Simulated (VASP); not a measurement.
Set up this calculation in VASP 6.6.1, as the native input.

* Task: single point
* Functional: LDA
* Potentials or basis: VASP PAW LDA potentials, release 64 (Al)
* Cutoff: 520 eV
* k mesh: 15 × 15 × 8
* Occupations: fermi-dirac, width 0.08 eV
* Spin: no spin polarisation
* Dipole correction: no
* Further INCAR settings: ALGO = Normal; EDIFF = 1e-06; NBANDS = 10

The structure of Al lies in POSCAR:

```
Al
1.0
    2.8153452860      0.0000000000      0.0000000000
   -1.4076726430      2.4381605381      0.0000000000
    0.0000000000      0.0000000000      4.6472138214
Al
2
Direct
    0.3333333333      0.6666666667      0.2500000000
    0.6666666667      0.3333333333      0.7500000000
```

These files were run (other wordings do the same):

INCAR

```
SYSTEM = Al
  ALGO = Normal
  EDIFF = 1E-6
  ENCUT = 520
  GGA = CA
  ISIF = 2
  ISMEAR = -1
  LASPH = .TRUE.
  LCHARG = .FALSE.
  LREAL = .FALSE.
  LWAVE = .FALSE.
  NBANDS = 10
  NELM = 80
  PREC = Accurate
  SIGMA = 0.08
```

KPOINTS

```
k-points
0
G
  15 15 8
  0 0 0
```

Potentials or basis: VASP PAW LDA potentials, release 64 (Al).

The run is started by

```console
$ cat potpaw_LDA.64/Al/POTCAR > POTCAR
$ mpirun -np 1 vasp_std > vasp.out
```

It gave:

* Pressure: 0.1 GPa
* Band gap on the k mesh: zero (band 3 reaches 12.33 eV, above the bottom of band 4 at 4.98 eV)

It took 8.2 s on 1 thread of Intel(R) Xeon(R) 6975P-C (Granite Rapids), with other jobs on the host, peak memory 0.15 GiB.
